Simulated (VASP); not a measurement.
Write the native input for VASP 6.6.1 that does the following.

```yaml
Task: single point
Functional: PBE
Dispersion: D3(BJ)
Potentials_or_basis: VASP PAW PBE potentials, release 64 (As)
Cutoff: 520 eV
k_mesh: 12 × 12 × 1
Occupations: gaussian, width 0.05 eV
Spin: no spin polarisation
Dipole_correction: yes
Further_INCAR_settings: ALGO = Normal; EDIFF = 1e-06; NBANDS = 12
```

The structure of As lies in POSCAR:

```
As
1.0
    3.7594989200      0.0000000000      0.0000000000
   -1.8797494600      3.2558215700      0.0000000000
    0.0000000000      0.0000000000     19.2731425576
As
2
Direct
    0.3333333300      0.6666666700      0.4669710699
    0.6666666700      0.3333333300      0.5330289301
```

These files were run (other wordings do the same):

INCAR

```
  PREC = Accurate
  ENCUT = 520
  EDIFF = 1E-6
  ISMEAR = 0
  SIGMA = 0.05
  LREAL = F
  LASPH = T
  NELM = 100
  ALGO = Normal
  ISIF = 2
  LWAVE = F
  LCHARG = F
  LDIPOL = T
  IDIPOL = 3
  DIPOL = 0.5 0.5 0.500
  GGA = PE
  IVDW = 12
  NBANDS = 12
```

KPOINTS

```
Automatic mesh
0
Gamma
  12 12 1
```

Potentials or basis: VASP PAW PBE potentials, release 64 (As).

Run with:

```bash
$ cat potpaw_PBE.64/As/POTCAR > POTCAR
$ mpirun -np 1 vasp_std > vasp.out
```

Results of the run:

```
Largest force              : 0.976 eV/Å
Band gap on the k mesh     : 0.82 eV, indirect (least direct gap 0.85 eV)
Dispersion energy per atom : -0.192 eV
```

It took 81 s on 1 thread of Intel(R) Xeon(R) Platinum 8259CL CPU @ 2.50GHz (Skylake/Cascade Lake), on a shared host, peak memory 0.31 GiB.
